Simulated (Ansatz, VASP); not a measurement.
# Two plane-wave programs on Ta

```
Ta
1.0
     2.84101    0.00000    0.00000
    -0.94700    2.67853    0.00000
     0.00000    0.00000   26.59839
Ta
6
Direct
  0.50000 0.50000 0.28197
  0.00000 0.00000 0.36918
  0.50000 0.50000 0.45639
  0.00000 0.00000 0.54361
  0.50000 0.50000 0.63082
  0.00000 0.00000 0.71803
```

Alike in both runs: task single point; functional PBEsol; k mesh 13 × 13 × 1; occupations gaussian, width 0.1 eV; no spin polarisation.

|  | VASP | Ansatz |
| --- | --- | --- |
| version | VASP 6.6.1 | Ansatz 0.2.0 |
| potentials or method | VASP PAW PBE potentials, release 64 (Ta_pv), cutoff 520 eV | scalar-relativistic, plane waves, PAW |
| valence electrons in the cell | 66 | 78 |

|  | VASP | Ansatz | Ansatz less VASP |
| --- | --- | --- | --- |
| gap on the k mesh at the Fermi level (eV) | none | none | - |
| rms of the force components (eV/Å) | 0.216 | 0.216 | +0.0002 |
| work function, face that differs most (eV) | 4.90 | 4.91 | +0.003 |

VASP's potentials were made for PBE, not for PBEsol. Atom by atom the forces differ by 0.003 eV/Å (rms over components). A gap of «none» marks a metal or a gap that the smearing closes. With one functional, cell and mesh, what is left measures potentials, basis and numerics. VASP's potentials hold 66 valence electrons a cell and Ansatz's 78, so a difference there can come from the potentials and not from the codes. Ansatz's warnings: xc potential rough in thin density.

Spin-orbit coupling is off throughout.
